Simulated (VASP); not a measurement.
# AlNi (Pm-3m) in VASP: vibrations by perturbation theory with PBEsol

Aim: the vibrations by perturbation theory of AlNi with PBEsol.

Everything below comes from runs of VASP 6.6.1. Logs are shortened: lines on timing, memory, paths and dates and some standing lists are left out, and cuts for length are marked.

### Step 1. The cell of the first run

It takes space group Pm-3m (No. 221, cubic). Conventional cell: a = 2.862 Å, b = 2.862 Å, c = 2.862 Å, α = 90.00°, β = 90.00°, γ = 90.00°. Al (site symmetry m-3m) has 8 Ni at 2.48 Å and 6 Al at 2.86 Å within 3.3 Å. Ni (site symmetry m-3m) has 8 Al at 2.48 Å and 6 Ni at 2.86 Å within 3.3 Å.

### Step 2. Vibrations by perturbation theory, PBEsol

INCAR reads:

```
SYSTEM = AlNi
PREC = Accurate ; ENCUT = 600
EDIFF = 1E-8 ; ISMEAR = 0
SIGMA = 0.15 ; LREAL = .FALSE.
LASPH = .TRUE. ; NELM = 120
ALGO = Normal ; ISIF = 2
LWAVE = .FALSE. ; LCHARG = .TRUE.
GGA = PS ; IBRION = 8
NSW = 1 ; GGA_COMPAT = .FALSE.
KPAR = 4
```

KPOINTS reads:

```
Automatic mesh
0
G
  18 18 18
  0 0 0
```

POSCAR reads:

```
AlNi
1.0
   -2.8621655520      0.0000000000     -2.8621655520
    0.0000000000     -2.8621655520     -2.8621655520
   -2.8621655520     -2.8621655520      0.0000000000
Al Ni
2 2
Direct
    0.5000000000      0.5000000000      0.5000000000
    0.0000000000      0.0000000000      0.0000000000
    0.2500000000      0.2500000000      0.2500000000
    0.7500000000      0.7500000000      0.7500000000
```

Potentials or basis: VASP PAW PBE potentials, release 64 (Al, Ni).

Started as:

```console
cat potpaw_PBE.64/Al/POTCAR potpaw_PBE.64/Ni/POTCAR > POTCAR
mpirun -np 4 vasp_std > vasp.out
```

OUTCAR:

```text
SYSTEM = AlNi
   PREC = Accurate
   ENCUT = 600
   EDIFF = 1E-8
   ISMEAR = 0
   LREAL = .FALSE.
   LASPH = .TRUE.
   NELM = 120
   ISIF = 2
   GGA = PS
   IBRION = 8
   NSW = 1

 ion  position               nearest neighbor table
   1  0.500  0.500  0.500-   3 2.48   3 2.48   3 2.48   4 2.48   4 2.48   4 2.48   4 2.48   3 2.48
                             2 2.86   2 2.86   2 2.86   2 2.86   2 2.86   2 2.86
   2  0.000  0.000  0.000-   4 2.48   4 2.48   4 2.48   3 2.48   3 2.48   3 2.48   4 2.48   3 2.48
                             1 2.86   1 2.86   1 2.86   1 2.86   1 2.86   1 2.86
   3  0.250  0.250  0.250-   2 2.48   2 2.48   2 2.48   1 2.48   1 2.48   1 2.48   2 2.48   1 2.48
                             4 2.86   4 2.86   4 2.86   4 2.86   4 2.86   4 2.86
   4  0.750  0.750  0.750-   1 2.48   1 2.48   1 2.48   2 2.48   2 2.48   2 2.48   2 2.48   1 2.48
                             3 2.86   3 2.86   3 2.86   3 2.86   3 2.86   3 2.86

  LATTYP: Found a face centered cubic cell.
 ALAT       =     5.7243311040

  Lattice vectors:

 A1 = (  -2.8621655520,   0.0000000000,  -2.8621655520)
 A2 = (   0.0000000000,  -2.8621655520,  -2.8621655520)
 A3 = (  -2.8621655520,  -2.8621655520,   0.0000000000)

Analysis of symmetry for initial positions (statically):
=====================================================================
 Subroutine PRICEL returns following result:

  LATTYP: Found a simple cubic cell.
 ALAT       =     2.8621655520

  Lattice vectors:

 A1 = (   0.0000000000,   2.8621655520,   0.0000000000)
 A2 = (   0.0000000000,   0.0000000000,  -2.8621655520)
 A3 = (  -2.8621655520,   0.0000000000,   0.0000000000)

   2 primitive cells build up your supercell.

 Routine SETGRP: Setting up the symmetry group for a
 face centered cubic supercell.

 Subroutine GETGRP returns: Found 48 space group operations
 (whereof 48 operations were pure point group operations)
 out of a pool of 48 trial point group operations.

The static configuration has the point symmetry O_h .
[... 688 lines left out ...]
    total drift:                                0.000000      0.000000     -0.000000

  FREE ENERGIE OF THE ION-ELECTRON SYSTEM (eV)
  ---------------------------------------------------
  free  energy   TOTEN  =       -23.1818591012 eV

  energy  without entropy=      -23.1642413113  energy(sigma->0) =      -23.17305021

[... ionic steps 2 to 9 ...]

--------------------------------------- Ionic step       10  -------------------------------------------

 Free energy of the ion-electron system (eV)
  ---------------------------------------------------
  ---------------------------------------------------
  free energy    TOTEN  =        -0.18935996 eV

  energy without entropy =       -0.18935996

------------------------ aborting loop because EDIFF is reached ----------------------------------------

 INTERNAL STRAIN TENSOR  FOR ION    3  DIRECTION 1   (eV/Angst):
 -----------------------------------------------------------------------------
     0.00463  0.00000  0.00000
    -0.00000  0.00128  0.00000
    -0.00000  0.00000  0.00128

 INTERNAL STRAIN TENSOR FOR ION    4 for displacements in x,y,z  (eV/Angst):
          X           Y           Z          XY          YZ          ZX
  --------------------------------------------------------------------------------
  x     0.00000     0.00000     0.00000     0.00000     0.00000     0.00000
  y     0.00000     0.00000     0.00000     0.00000     0.00000     0.00000
  z     0.00000     0.00000     0.00000     0.00000     0.00000     0.00000

 SECOND DERIVATIVES (NOT SYMMETRIZED)
 ------------------------------------
               1X          1Y          1Z          2X          2Y          2Z          3X          3Y          3Z          4X          4Y          4Z
  1X    -8.993560    0.000000    0.000000    2.745158    0.000000    0.000000    3.124201    0.000000    0.000000    3.124201    0.000000    0.000000
  1Y     0.000000   -8.993560    0.000000    0.000000    2.745158    0.000000    0.000000    3.124201    0.000000    0.000000    3.124201    0.000000
  1Z     0.000000    0.000000   -8.993560    0.000000    0.000000    2.745158    0.000000    0.000000    3.124201    0.000000    0.000000    3.124201
  2X     2.745158    0.000000    0.000000   -8.993560    0.000000    0.000000    3.124201    0.000000    0.000000    3.124201    0.000000    0.000000
  2Y     0.000000    2.745158    0.000000    0.000000   -8.993560    0.000000    0.000000    3.124201    0.000000    0.000000    3.124201    0.000000
  2Z     0.000000    0.000000    2.745158    0.000000    0.000000   -8.993560    0.000000    0.000000    3.124201    0.000000    0.000000    3.124201
  3X     3.113985    0.000000    0.000000    3.113985    0.000000    0.000000   -6.227503    0.000000    0.000000   -0.000468    0.000000    0.000000
  3Y     0.000000    3.113985    0.000000    0.000000    3.113985    0.000000    0.000000   -6.227503    0.000000    0.000000   -0.000468    0.000000
  3Z     0.000000    0.000000    3.113985    0.000000    0.000000    3.113985    0.000000    0.000000   -6.227503    0.000000    0.000000   -0.000468
  4X     3.113985    0.000000    0.000000    3.113985    0.000000    0.000000   -0.000468    0.000000    0.000000   -6.227503    0.000000    0.000000
  4Y     0.000000    3.113985    0.000000    0.000000    3.113985    0.000000    0.000000   -0.000468    0.000000    0.000000   -6.227503    0.000000
  4Z     0.000000    0.000000    3.113985    0.000000    0.000000    3.113985    0.000000    0.000000   -0.000468    0.000000    0.000000   -6.227503

 Eigenvectors and eigenvalues of the dynamical matrix
 ----------------------------------------------------

   1 f  =   10.311742 THz    64.790584 2PiTHz  343.962677 cm-1    42.645918 meV
             X         Y         Z           dx          dy          dz
     -2.862166 -2.862166 -2.862166     0.443230    0.550155    0.029610
      0.000000  0.000000  0.000000    -0.443230   -0.550155   -0.029610
     -1.431083 -1.431083 -1.431083     0.000000   -0.000000   -0.000000
     -4.293248 -4.293248 -4.293248     0.000000    0.000000    0.000000
[... 71 lines left out ...]
  12 f/i=    0.006906 THz     0.043393 2PiTHz    0.230366 cm-1     0.028562 meV
             X         Y         Z           dx          dy          dz
     -2.862166 -2.862166 -2.862166    -0.371956   -0.136984    0.000178
      0.000000  0.000000  0.000000    -0.371956   -0.136984    0.000178
     -1.431083 -1.431083 -1.431083    -0.549484   -0.202364    0.000263
     -4.293248 -4.293248 -4.293248    -0.549484   -0.202364    0.000263

--------------------------------------------------------------------------------------------------------

 ELASTIC MODULI CONTR FROM IONIC RELAXATION (kBar)
 Direction    XX          YY          ZZ          XY          YZ          ZX
 --------------------------------------------------------------------------------
 XX           0.0000      0.0000      0.0000      0.0000      0.0000      0.0000
 YY           0.0000      0.0000      0.0000      0.0000      0.0000      0.0000
 ZZ           0.0000      0.0000      0.0000      0.0000      0.0000      0.0000
 XY           0.0000      0.0000      0.0000      0.0000      0.0000      0.0000
 YZ           0.0000      0.0000      0.0000      0.0000      0.0000      0.0000
 ZX           0.0000      0.0000      0.0000      0.0000      0.0000      0.0000
 --------------------------------------------------------------------------------
```

OSZICAR:

```text
N       E                     dE             d eps       ncg     rms          rms(c)
DAV:   1     0.130497252011E+03    0.13050E+03   -0.12728E+04  6630   0.194E+03
DAV:   2    -0.209735767807E+02   -0.15147E+03   -0.14769E+03  6631   0.323E+02
DAV:   3    -0.263652249859E+02   -0.53916E+01   -0.53045E+01  7783   0.805E+01
DAV:   4    -0.264731021504E+02   -0.10788E+00   -0.10767E+00  8264   0.980E+00
[... 46 lines left out ...]
RMM:  13    -0.189359927046E+00   -0.12854E-07   -0.46984E-09 28460   0.829E-05    0.267E-06
RMM:  14    -0.189359940047E+00   -0.13000E-07   -0.11623E-09 27490   0.705E-05    0.167E-06
RMM:  15    -0.189359951705E+00   -0.11658E-07   -0.42246E-09 25540   0.673E-05    0.387E-07
RMM:  16    -0.189359956133E+00   -0.44285E-08   -0.28399E-09 15155   0.659E-05    0.158E-07
 Linear response finished
```

stdout:

```text
POSCAR found type information on POSCAR AlNi
 POSCAR found :  2 types and       4 ions
 scaLAPACK will be used
 -----------------------------------------------------------------------------
|                                                                             |
|                                                                             |
|     You enforced a specific xc type in the INCAR file but a different       |
|     I HOPE YOU KNOW WHAT YOU ARE DOING!                                     |
|                                                                             |
 -----------------------------------------------------------------------------

 LDA part: xc-table for (Slater+PW92), standard interpolation
 POSCAR, INCAR and KPOINTS ok, starting setup
 FFT: planning ... GRIDC
 FFT: planning ... GRID_SOFT
 FFT: planning ... GRID
 WAVECAR not read
 entering main loop
 Linear response reoptimize wavefunctions to high precision
 Linear response DOF=           2
 Linear response progress:
 first order change of Fermi-energy   0.33018E-05
 force on displaced ion       1 direction 1 :  -8.994   0.000   0.000
 Linear response progress:
 first order change of Fermi-energy  -0.19203E-05
 force on displaced ion       3 direction 1 :  -6.228   0.000   0.000
 Linear response finished
```

Wall time 11 min (4 MPI ranks of Oxide Virtual Turin-like, shared host); peak memory 0.97 GiB.

Results:

```
Highest phonon frequency at Γ : 344 cm⁻¹
```

Phonon frequencies in cm⁻¹ (negative: imaginary):
```tsv
q point	frequencies
(0.000, 0.000, 0.000)	0 0 0 170 170 170 303 303 303 344 344 344
```
